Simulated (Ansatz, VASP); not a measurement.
One calculation of CaO, two programs

The input INCAR:

```
PREC = Accurate
ENCUT = 520
EDIFF = 1E-7
ISMEAR = 0
SIGMA = 0.05
LREAL = False
LASPH = True
NELM = 100
ALGO = Normal
ISIF = 2
LWAVE = False
LCHARG = False
GGA = PS
NBANDS = 24
```

KPOINTS

```
Automatic mesh
0
Gamma
  9 9 6
```

File POSCAR:

```
CaO
1.0
    3.9919758245      0.0000000000      0.0000000000
   -1.9959879122      3.4571524753      0.0000000000
    0.0000000000      0.0000000000      4.7848400100
Ca O
2 2
Direct
    0.3333333333      0.6666666667      0.7500000000
    0.6666666667      0.3333333333      0.2500000000
    0.4590629981      0.7587071693      0.1559529683
    0.6666666667      0.3333333333      0.7500000000
```

Input for Ansatz:

```yaml
crystal:
  lattice:
    - [3.9919758245, 0.0, 0.0]
    - [-1.9959879122, 3.4571524753, 0.0]
    - [0.0, 0.0, 4.78484001]
  atoms:
    - { symbol: Ca, position: [0.3333333333, 0.6666666667, 0.75] }
    - { symbol: Ca, position: [0.6666666667, 0.3333333333, 0.25] }
    - { symbol: O, position: [0.4590629981, 0.7587071693, 0.1559529683] }
    - { symbol: O, position: [0.6666666667, 0.3333333333, 0.75] }
basis:
  ecutwfc: 420
kpoints:
  mp_grid: { grid: [9, 9, 6] }
hamiltonian:
  xc: pbesol
scf:
  occupations: { method: gaussian, width: 0.05 }
output:
  forces: true
  stress: true
  eigenvalues: true
```

Alike in both runs: task single point; functional PBEsol; k mesh 9 × 9 × 6; occupations gaussian, width 0.05 eV; no spin polarisation.

|  | VASP | Ansatz |
| --- | --- | --- |
| version | VASP 6.6.1 | Ansatz 0.2.0 |
| potentials or method | VASP PAW PBE potentials, release 64 (Ca_sv, O), cutoff 520 eV | scalar-relativistic, plane waves, PAW |
| valence electrons in the cell | 32 | 32 |

|  | VASP | Ansatz | Ansatz less VASP |
| --- | --- | --- | --- |
| gap on the k mesh at the Fermi level (eV) | 2.75 | 2.76 | +0.011 |
| least direct gap on the mesh (eV) | 2.82 | 2.83 | +0.011 |
| pressure (GPa) | 4.4 | 3.8 | -0.63 |
| traceless stress, the component that is largest in VASP (GPa) | -5.80 | -5.52 | +0.274 |
| rms of the force components (eV/Å) | 1.265 | 1.229 | -0.0355 |

VASP's potentials were made for PBE, not for PBEsol. Atom by atom the forces differ by 0.045 eV/Å (rms over components).
